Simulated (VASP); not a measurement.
# MnO (Fm-3m) in VASP: a series of runs

MnO is run at these levels: RPBE+D4+U; tasks: single point.

Everything below comes from runs of VASP 6.6.1. Logs are shortened: lines on timing, memory, paths and dates and some standing lists are left out, and cuts for length are marked.

### 1 The cell of the first run

It takes space group Fm-3m (No. 225, cubic). The conventional cell has a = 4.488 Å, b = 4.488 Å, c = 4.488 Å, α = 90.00°, β = 90.00°, γ = 90.00°. Within 3.0 Å of Mn (site symmetry m-3m) lie 6 O at 2.24 Å. O (site symmetry m-3m) has 6 Mn at 2.24 Å within 3.0 Å.

### 2 Single point, RPBE+D4+U, collinear spin, ferromagnetic start (11.30 Å³/atom)

Contents of INCAR:

```
SYSTEM = MnO
ALGO = Normal
EDIFF = 1E-6
ENCUT = 700
GGA = RP
GGA_COMPAT = .False.
ISIF = 2
ISMEAR = 0
ISPIN = 2
IVDW = 13
LASPH = .True.
LCHARG = .False.
LDAU = .True.
LDAUJ = 0 0
LDAUL = 2 -1
LDAUPRINT = 1
LDAUTYPE = 2
LDAUU = 3.9 0
LMAXMIX = 4
LORBIT = 11
LREAL = .False.
LWAVE = .False.
MAGMOM = 4.74 0.17
NBANDS = 22
NELM = 200
PREC = Accurate
SIGMA = 0.05
```

Contents of KPOINTS:

```
k-points
0
Gamma
  10 10 10
  0 0 0
```

Contents of POSCAR:

```
MnO
1.0
    0.0000000000      2.2441827338      2.2441827338
    2.2441827338      0.0000000000      2.2441827338
    2.2441827338      2.2441827338      0.0000000000
Mn O
1 1
Direct
    0.0000000000      0.0000000000      0.0000000000
    0.5000000000      0.5000000000      0.5000000000
```

Potentials or basis: VASP PAW PBE potentials, release 64 (Mn_sv, O).

The run is started by

```console
$ cat potpaw_PBE.64/Mn_sv/POTCAR potpaw_PBE.64/O/POTCAR > POTCAR
$ mpirun -np 1 vasp_std > vasp.out
```

OUTCAR:

```text
SYSTEM = MnO
   EDIFF = 1E-6
   ENCUT = 700
   GGA = RP
   ISIF = 2
   ISMEAR = 0
   ISPIN = 2
   IVDW = 13
   LASPH = .True.
   LORBIT = 11
   LREAL = .False.
   NELM = 200
   PREC = Accurate

 ion  position               nearest neighbor table
   1  0.000  0.000  0.000-   2 2.24   2 2.24   2 2.24   2 2.24   2 2.24   2 2.24
   2  0.500  0.500  0.500-   1 2.24   1 2.24   1 2.24   1 2.24   1 2.24   1 2.24

  LATTYP: Found a face centered cubic cell.
 ALAT       =     4.4883654676

  Lattice vectors:

 A1 = (   0.0000000000,   2.2441827338,   2.2441827338)
 A2 = (   2.2441827338,   0.0000000000,   2.2441827338)
 A3 = (   2.2441827338,   2.2441827338,   0.0000000000)

Analysis of symmetry for initial positions (statically):
=====================================================================
 Subroutine PRICEL returns:
 Original cell was already a primitive cell.

 Routine SETGRP: Setting up the symmetry group for a
 face centered cubic supercell.

 Subroutine GETGRP returns: Found 48 space group operations
 (whereof 48 operations were pure point group operations)
 out of a pool of 48 trial point group operations.

The static configuration has the point symmetry O_h .

Analysis of symmetry for dynamics (positions and initial velocities):
=====================================================================
 Subroutine PRICEL returns:
 Original cell was already a primitive cell.

 Routine SETGRP: Setting up the symmetry group for a
 face centered cubic supercell.

 Subroutine GETGRP returns: Found 48 space group operations
 (whereof 48 operations were pure point group operations)
 out of a pool of 48 trial point group operations.

The dynamic configuration has the point symmetry O_h .

Analysis of structural, dynamic, and magnetic symmetry:
=====================================================================
 Subroutine PRICEL returns:
 Original cell was already a primitive cell.

 Routine SETGRP: Setting up the symmetry group for a
 face centered cubic supercell.

 Subroutine GETGRP returns: Found 48 space group operations
 (whereof 48 operations were pure point group operations)
 out of a pool of 48 trial point group operations.

The overall configuration has the point symmetry O_h .

 Subroutine INISYM returns: Found 48 space group operations
 (whereof 48 operations are pure point group operations),
 and found     1 'primitive' translations

----------------------------------------------------------------------------------------

                                     Primitive cell

  volume of cell :      22.6050

  direct lattice vectors                    reciprocal lattice vectors
     0.000000000  2.244182734  2.244182734    -0.222798256  0.222798256  0.222798256
     2.244182734  0.000000000  2.244182734     0.222798256 -0.222798256  0.222798256
     2.244182734  2.244182734  0.000000000     0.222798256  0.222798256 -0.222798256

  length of vectors
     3.173753659  3.173753659  3.173753659     0.385897900  0.385897900  0.385897900

  position of ions in fractional coordinates (direct lattice)
     0.000000000  0.000000000  0.000000000
     0.500000000  0.500000000  0.500000000

  ion indices of the primitive-cell ions
   primitive index   ion index
                 1           1
                 2           2

----------------------------------------------------------------------------------------

 KPOINTS: k-points

Automatic generation of k-mesh.
 Grid dimensions read from file:
[... 65 lines left out ...]
   EDIFF  = 0.1E-05   stopping-criterion for ELM
   LREAL  =      F    real-space projection
   EDIFFG = 0.1E-04   stopping-criterion for IOM
   NSW    =      0    number of steps for IOM
   IBRION =     -1    ionic relax: 0-MD 1-quasi-New 2-CG
   NFREE  =      0    steps in history (QN), initial steepest desc. (CG)
   ISIF   =      2    stress and relaxation
   ISYM   =      2    0-nonsym 1-usesym 2-fastsym
   POTIM  = 0.5000    time-step for ionic-motion
   TEBEG  =    0.0;   TEEND  =   0.0 temperature during run
   PSTRESS=    0.0 pullay stress
   NELECT =      21.0000    total number of electrons
   NUPDOWN=      -1.0000    fix difference up-down
   EMIN   =  10.00;   EMAX   =-10.00  energy-range for DOS
   EFERMI =   0.00;   METHOD = LEGACY
   ISMEAR =     0;   SIGMA  =   0.05  broadening in eV -4-tet -1-fermi 0-gaus
   EFERMI_NEDOS =   21; number of points for ismear=-14 and -15
   IALGO  =     38    algorithm
   IMIX   =      4    mixing-type and parameters
     AMIX     =   0.40;   BMIX     =  1.00
     AMIX_MAG =   1.60;   BMIX_MAG =  1.00
  volume/ion in A,a.u.               =      11.30        76.27
  Fermi-wavevector in a.u.,A,eV,Ry     =   1.597398  3.018644 34.717705  2.551679
  Thomas-Fermi vector in A             =   2.695010
   LORBIT       =     11    0 simple, 1 ext, 2 COOP (PROOUT), +10 PAW based schemes
 LDA+U is selected, type is set to LDAUTYPE =  2
   angular momentum for each species LDAUL =     2   -1
   U (eV)           for each species LDAUU =   3.9  0.0
   J (eV)           for each species LDAUJ =   0.0  0.0
   GGA     = RP    functional components
   LHFCALC =     F    Hartree Fock is set to
   AEXX    =    0.0000 exact exchange contribution
   IVDW    =    13    specifies the selected vdW correction
   LEPSILON=     F    determine dielectric tensor
   LRPA    =     F    only Hartree local field effects (RPA)
 spin polarized calculation
 Gauss-broadening in eV      SIGMA  =   0.05
  energy-cutoff  :      700.00
  volume of cell :       22.61
 maximum number of plane-waves:       962
   NGX = 13   NGY = 13   NGZ = 13

atom =   1  type =  1  l = 2

 onsite density matrix

spin component  1

  0.9143  0.0000  0.0000 -0.0000 -0.0000
  0.0000  0.9143  0.0000 -0.0000 -0.0000
  0.0000  0.0000  0.9451 -0.0000  0.0000
 -0.0000 -0.0000 -0.0000  0.9143 -0.0000
 -0.0000 -0.0000  0.0000 -0.0000  0.9451

spin component  2

  0.0128 -0.0000 -0.0000  0.0000  0.0000
 -0.0000  0.0128 -0.0000 -0.0000 -0.0000
 -0.0000 -0.0000  0.0495 -0.0000 -0.0000
  0.0000 -0.0000 -0.0000  0.0128  0.0000
  0.0000 -0.0000 -0.0000  0.0000  0.0495

 occupancies and eigenvectors

  o =  0.0128  v =  0.0000  0.0000  0.0000  0.0000  0.0000  0.0033  0.9999  0.0000  0.0115  0.0000      0.0000  0.0000  0.0000  0.0000  0.0000  0.0000  0.0000  0.0000  0.0000  0.0000
  o =  0.0128  v =  0.0000  0.0000  0.0000  0.0000  0.0000 -0.0137 -0.0115  0.0000  0.9998 -0.0000      0.0000  0.0000  0.0000  0.0000  0.0000  0.0000  0.0000  0.0000  0.0000  0.0000
  o =  0.0128  v =  0.0000  0.0000  0.0000  0.0000  0.0000  0.9999 -0.0034  0.0000  0.0137 -0.0000      0.0000  0.0000  0.0000  0.0000  0.0000  0.0000  0.0000  0.0000  0.0000  0.0000
  o =  0.0495  v =  0.0000  0.0000  0.0000  0.0000  0.0000  0.0000  0.0000 -0.9991 -0.0000 -0.0418      0.0000  0.0000  0.0000  0.0000  0.0000  0.0000  0.0000  0.0000  0.0000  0.0000
  o =  0.0495  v =  0.0000  0.0000  0.0000  0.0000  0.0000 -0.0000 -0.0000  0.0418 -0.0000 -0.9991      0.0000  0.0000  0.0000  0.0000  0.0000  0.0000  0.0000  0.0000  0.0000  0.0000
  o =  0.9143  v =  1.0000  0.0000  0.0000  0.0000  0.0000  0.0000  0.0000  0.0000  0.0000  0.0000      0.0000  0.0000  0.0000  0.0000  0.0000  0.0000  0.0000  0.0000  0.0000  0.0000
  o =  0.9143  v =  0.0000  0.0002  0.0000 -1.0000  0.0000  0.0000  0.0000  0.0000  0.0000  0.0000      0.0000  0.0000  0.0000  0.0000  0.0000  0.0000  0.0000  0.0000  0.0000  0.0000
  o =  0.9143  v =  0.0000  1.0000  0.0000  0.0002  0.0000  0.0000  0.0000  0.0000  0.0000  0.0000      0.0000  0.0000  0.0000  0.0000  0.0000  0.0000  0.0000  0.0000  0.0000  0.0000
  o =  0.9451  v =  0.0000 -0.0000  0.9985  0.0000 -0.0547  0.0000  0.0000  0.0000  0.0000  0.0000      0.0000  0.0000  0.0000  0.0000  0.0000  0.0000  0.0000  0.0000  0.0000  0.0000
  o =  0.9451  v =  0.0000 -0.0000  0.0547  0.0000  0.9985  0.0000  0.0000  0.0000  0.0000  0.0000      0.0000  0.0000  0.0000  0.0000  0.0000  0.0000  0.0000  0.0000  0.0000  0.0000

 number of electron      21.0000007 magnetization       5.0000036

 Free energy of the ion-electron system (eV)
  ---------------------------------------------------
  ext. energy  EPLUGINS =         0.00000000
  ---------------------------------------------------
  free energy    TOTEN  =       -14.69306425 eV

  energy without entropy =      -14.69306055  energy(sigma->0) =      -14.69306240

 E-fermi :   8.4518     XC(G=0): -11.4601

 val. band max:        8.3507284417   @ k =   0.5000   0.0000   0.0000
 cond. band min:       8.5255452643   @ k =   0.0000   0.0000   0.0000
 fundamental gap:      0.1748168226
 Fermi energy:         8.4517668077

 spin component 1

 k-point     1 :       0.0000    0.0000    0.0000
  band No.  band energies     occupation
      1     -72.7695      1.00000
      2     -41.4551      1.00000
      3     -41.4551      1.00000
      4     -41.4551      1.00000
      5     -10.8231      1.00000
      6       4.3811      1.00000
[... 1193 lines left out ...]
     21      36.3620      0.00000
     22      37.1829      0.00000

 [... further k-points ...]

------------------------ aborting loop because EDIFF is reached ----------------------------------------

  DFT-D4 for vdW energy calculation

  Edisp (eV):   -1.31504

  FORCE on cell =-STRESS in cart. coord.  units (eV):
  Direction    XX          YY          ZZ          XY          YZ          ZX
  --------------------------------------------------------------------------------------
  -------------------------------------------------------------------------------------
  Total       0.01836     0.01836     0.01836     0.00000     0.00000    -0.00000
  in kB       1.30161     1.30161     1.30161     0.00000     0.00000    -0.00000
  external pressure =        1.30 kB  Pullay stress =        0.00 kB

 VOLUME and BASIS-vectors are now :
 -----------------------------------------------------------------------------
  energy-cutoff  :      700.00
  volume of cell :       22.61
      direct lattice vectors                 reciprocal lattice vectors
     0.000000000  2.244182734  2.244182734    -0.222798256  0.222798256  0.222798256
     2.244182734  0.000000000  2.244182734     0.222798256 -0.222798256  0.222798256
     2.244182734  2.244182734  0.000000000     0.222798256  0.222798256 -0.222798256

 POSITION                                       TOTAL-FORCE (eV/Angst)
 -----------------------------------------------------------------------------------
      0.00000      0.00000      0.00000         0.000000      0.000000      0.000000
      2.24418      2.24418      2.24418        -0.000000     -0.000000     -0.000000
 -----------------------------------------------------------------------------------
    total drift:                                0.000000      0.000000      0.000000

  FREE ENERGIE OF THE ION-ELECTRON SYSTEM (eV)
  ---------------------------------------------------
  free  energy   TOTEN  =       -16.0081003598 eV

  energy  without entropy=      -16.0080966589  energy(sigma->0) =      -16.00809851

 total charge

# of ion       s       p       d       tot
------------------------------------------
    1        2.111   6.016   4.748  12.875
    2        1.555   3.455   0.000   5.011
--------------------------------------------------
tot          3.666   9.471   4.748  17.885

 magnetization (x)

# of ion       s       p       d       tot
------------------------------------------
    1        0.024   0.014   4.477   4.516
    2        0.024   0.130   0.000   0.153
--------------------------------------------------
tot          0.048   0.144   4.477   4.669
```

It took 45 s on 1 thread of Intel Xeon 6975P-C (Granite Rapids), shared host; peak memory 0.2 GiB.

What came out:

```yaml
Free_energy: -16.0081 eV
Pressure: 0.1 GPa
Band_gap_on_the_k_mesh: 0.17 eV (least direct gap 2.54 eV)
Net_moment: 5.00 μB per cell
Site_moments: Mn +4.52; O +0.15 μB
Valence_electrons_inside_the_program's_atomic_spheres: Mn 12.88; O 5.01
Dispersion_energy_per_atom: -0.658 eV
```

Levels at points of the mesh, in eV from the valence-band top:
Spin up:
```
           k point  band 11  band 12  band 13  band 14  band 15  band 16
(0.00, 0.00, 0.00)    -2.66    -2.66    -2.66     0.17    14.64    16.29
(0.50, 0.00, 0.00)    -2.46     0.00     0.00     4.20     8.35    12.45
(0.50, 0.50, 0.00)    -3.00    -3.00    -2.91     5.58     8.58    10.44
```
Spin down:
| k point | band 6 | band 7 | band 8 | band 9 | band 10 | band 11 |
| --- | --- | --- | --- | --- | --- | --- |
| (0.00, 0.00, 0.00) | -2.37 | -2.37 | -2.37 | 1.61 | 3.30 | 3.30 |
| (0.50, 0.00, 0.00) | -6.20 | -3.55 | -3.55 | 4.36 | 4.67 | 4.67 |
| (0.50, 0.50, 0.00) | -5.39 | -3.33 | -3.33 | 1.43 | 4.58 | 4.58 |

Eigenvalues of the final occupation matrices:
```
    site  spin  trace               eigenvalues
site 1 d     1   4.63  0.91 0.91 0.91 0.95 0.95
site 1 d     2   0.14  0.01 0.01 0.01 0.05 0.05
```

Caveat: the PAW data sets were made with another functional, which shifts forces and pressure a little; a cell with one magnetic atom can't hold antiferromagnetic order, which such compounds often take.

### 3 Single point, RPBE+D4+U, collinear spin, ferromagnetic start (11.53 Å³/atom)

This run uses another cell than the first one, of 11.53 Å³/atom.

Contents of INCAR:

```
PREC = Accurate ; ENCUT = 700
EDIFF = 1E-6 ; ISMEAR = 0
SIGMA = 0.05 ; LREAL = F
LASPH = T ; NELM = 200
ALGO = Normal ; ISIF = 2
LWAVE = F ; LCHARG = F
ISPIN = 2 ; MAGMOM = 4.76 0.17
LORBIT = 11 ; LMAXMIX = 4
LDAU = T ; LDAUTYPE = 2
LDAUL = 2 -1 ; LDAUU = 3.9 0
LDAUJ = 0 0 ; LDAUPRINT = 1
GGA = RP ; IVDW = 13
NBANDS = 22 ; GGA_COMPAT = F
```

Contents of KPOINTS:

```
regular mesh
0
Gamma
  10 10 10
```

Contents of POSCAR:

```
MnO
1.0
    0.0000000000      2.2593465906      2.2593465906
    2.2593465906      0.0000000000      2.2593465906
    2.2593465906      2.2593465906      0.0000000000
Mn O
1 1
Direct
    0.0000000000      0.0000000000      0.0000000000
    0.5000000000      0.5000000000      0.5000000000
```

Potentials or basis: VASP PAW PBE potentials, release 64 (Mn_sv, O).

The run is started by

```console
$ cat potpaw_PBE.64/Mn_sv/POTCAR potpaw_PBE.64/O/POTCAR > POTCAR
$ mpirun -np 1 vasp_std > vasp.out
```

It took 63 s on 1 thread of AMD EPYC 7R13 (Zen 3), shared host; peak memory 0.17 GiB.

The run converged. Its results:

* Free energy: -16.0056 eV
* Pressure: -2.7 GPa
* Band gap on the k mesh: 0.14 eV (least direct gap 2.40 eV)
* Net moment: 5.00 μB per cell
* Site moments: Mn +4.52; O +0.15 μB
* Valence electrons inside the program's atomic spheres: Mn 12.87; O 5.00
* Dispersion energy per atom: -0.649 eV

Levels at points of the mesh, in eV from the valence-band top:
Spin up:
```tsv
k point	band 10	band 11	band 12	band 13	band 14	band 15	band 16	band 17
(0.00, 0.00, 0.00)	-3.60	-2.53	-2.53	-2.53	0.14	14.64	16.19	16.19
(0.50, 0.00, 0.00)	-3.20	-2.43	0.00	0.00	4.21	8.23	12.36	12.36
(0.50, 0.50, 0.00)	-3.26	-2.99	-2.99	-2.91	5.49	8.52	10.39	14.04
```
Spin down:
| k point | band 4 | band 5 | band 6 | band 7 | band 8 | band 9 | band 10 | band 11 | band 12 | band 13 |
| --- | --- | --- | --- | --- | --- | --- | --- | --- | --- | --- |
| (0.00, 0.00, 0.00) | -44.75 | -18.63 | -2.25 | -2.25 | -2.25 | 1.56 | 3.37 | 3.37 | 3.37 | 3.98 |
| (0.50, 0.00, 0.00) | -44.76 | -17.78 | -6.01 | -3.40 | -3.40 | 4.38 | 4.70 | 4.70 | 5.31 | 5.98 |
| (0.50, 0.50, 0.00) | -44.77 | -17.77 | -5.21 | -3.20 | -3.20 | 1.55 | 4.57 | 4.61 | 5.20 | 5.20 |

Eigenvalues of the final occupation matrices:
| site | spin | trace | eigenvalues |
| --- | --- | --- | --- |
| site 1 d | 1 | 4.63 | 0.91 0.91 0.91 0.94 0.94 |
| site 1 d | 2 | 0.13 | 0.01 0.01 0.01 0.05 0.05 |

Caveat: the PAW data sets were made with another functional, which shifts forces and pressure a little; a cell with one magnetic atom can't hold antiferromagnetic order, which such compounds often take. A k mesh can miss the band edges.
